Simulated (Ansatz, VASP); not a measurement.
## TaN in VASP and in Ansatz

File INCAR:

```
PREC     = Accurate       # precision mode
ENCUT    = 520            # plane-wave cutoff, eV
EDIFF    = 1E-7           # SCF threshold, eV
ISMEAR   = 0              # smearing method
SIGMA    = 0.15           # smearing width, eV
LREAL    = False          # projectors in reciprocal space
LASPH    = True           # aspherical terms in the spheres
NELM     = 100            # most SCF steps
ALGO     = Normal         # electronic algorithm
ISIF     = 2              # what is computed and relaxed
LWAVE    = False          # write WAVECAR
LCHARG   = False          # write CHGCAR
GGA      = PS             # functional
NBANDS   = 24             # bands
```

File KPOINTS:

```
regular mesh
0
Gamma
  15 15 8
```

File POSCAR:

```
TaN
1.0
    2.8891806446      0.0000000000      0.0000000000
   -1.4445903223      2.5021038344      0.0000000000
    0.0000000000      0.0000000000      5.8600190937
Ta N
2 2
Direct
   -0.0352954983     -0.0378481495      0.0000000000
    0.0352954983      0.0378481495      0.5000000000
    0.3333333333      0.6666666667      0.2500000000
    0.6666666667      0.3333333333      0.7500000000
```

Input for Ansatz:

```yaml
crystal:
  lattice:
    - [2.8891806446, 0.0, 0.0]
    - [-1.4445903223, 2.5021038344, 0.0]
    - [0.0, 0.0, 5.8600190937]
  atoms:
    - { symbol: Ta, position: [-0.0352954983, -0.0378481495, 0.0] }
    - { symbol: Ta, position: [0.0352954983, 0.0378481495, 0.5] }
    - { symbol: "N", position: [0.3333333333, 0.6666666667, 0.25] }
    - { symbol: "N", position: [0.6666666667, 0.3333333333, 0.75] }
basis:
  ecutwfc: 520.0
kpoints:
  mp_grid: { grid: [15, 15, 8] }
hamiltonian:
  xc: pbesol
  pseudopotentials: { kind: paw, azcp: { folder: soft_1 } }
scf:
  occupations: { method: gaussian, width: 0.15 }
output:
  forces: true
  stress: true
  eigenvalues: true
```

Change from the starting cell: mode 4 frozen in at -0.047 Å and mode 5 at -0.095 Å (largest displacements).

Alike in both runs: task single point; functional PBEsol; k mesh 15 × 15 × 8; occupations gaussian, width 0.15 eV; no spin polarisation.

|  | VASP | Ansatz |
| --- | --- | --- |
| version | VASP 6.6.1 | Ansatz 0.2.0 |
| potentials or method | VASP PAW PBE potentials, release 64 (Ta_pv, N), cutoff 520 eV | scalar-relativistic, plane waves, PAW |
| valence electrons in the cell | 32 | 36 |

VASP gave:

* gap on the k mesh at the Fermi level (eV): none
* pressure (GPa): 2.9
* traceless stress, the component that is largest in VASP (GPa): 1.12
* rms of the force components (eV/Å): 0.626

Q: Which values does Ansatz return?

A: gap on the k mesh at the Fermi level (eV): none; pressure (GPa): 1.9; traceless stress, the component that is largest in VASP (GPa): 0.99; rms of the force components (eV/Å): 0.622.

VASP's potentials were made for PBE, not for PBEsol, and Ansatz warns of the same on its side. Atom by atom the forces differ by 0.004 eV/Å (rms over components). A gap of «none» marks a metal or a gap that the smearing closes. With one functional, cell and mesh, what is left measures potentials, basis and numerics. VASP's potentials hold 32 valence electrons a cell and Ansatz's 36, so a difference there can come from the potentials and not from the codes.

Spin-orbit coupling is off throughout.
